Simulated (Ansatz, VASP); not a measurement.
H18CO9 in VASP and in Ansatz

```
O H C
1.0
     6.47048    0.00000    0.00000
     0.00000    6.47048    0.00000
     0.00000    0.00000    6.47048
O H C
9 18 1
Cartesian
  5.2003 5.3801 2.7712
  6.9231 0.7372 3.7247
  3.6280 0.9288 0.1902
  1.0780 2.0919 1.4079
  2.8708 -0.3969 4.3469
  3.3800 3.7374 5.5181
  0.4197 5.9928 6.9498
  2.4150 4.3068 1.4925
  -0.4764 3.0346 5.7567
  5.3246 5.5214 1.8091
  4.2395 5.5143 2.9407
  7.1315 1.2549 2.9060
  6.1852 0.1224 3.4350
  4.0926 1.7398 -0.0781
  2.8190 1.2682 0.6264
  1.6488 2.9306 1.5466
  0.3823 2.4311 0.7931
  1.9872 -0.0468 4.0640
  3.1442 0.1639 5.1171
  3.1676 4.5729 5.0072
  4.3604 3.6320 5.4725
  0.7106 6.8932 7.2200
  0.4092 6.0298 5.9776
  1.7047 4.9411 1.2227
  2.8944 4.1549 0.6236
  -0.0472 3.3694 3.8035
  1.3905 2.8864 4.9633
  0.3046 3.0620 4.8060
```

Alike in both runs: functional PBE; dispersion D3(BJ); k mesh 1 × 1 × 1; occupations fermi-dirac, width 0.05 eV; no spin polarisation.

Ansatz relaxed the structure, and its values are those at the end. VASP's run is a single point on that final structure, the one shown.

|  | VASP | Ansatz |
| --- | --- | --- |
| version | VASP 6.6.1 | Ansatz 0.2.0 |
| potentials or method | VASP PAW PBE potentials, release 64 (O_h, H_h, C_h), cutoff 1000 eV | scalar-relativistic, plane waves, PAW |
| valence electrons in the cell | 76 | 76 |

|  | VASP | Ansatz | Ansatz less VASP |
| --- | --- | --- | --- |
| rms of the force components (eV/Å) | 0.054 | 0.053 | -0.0008 |
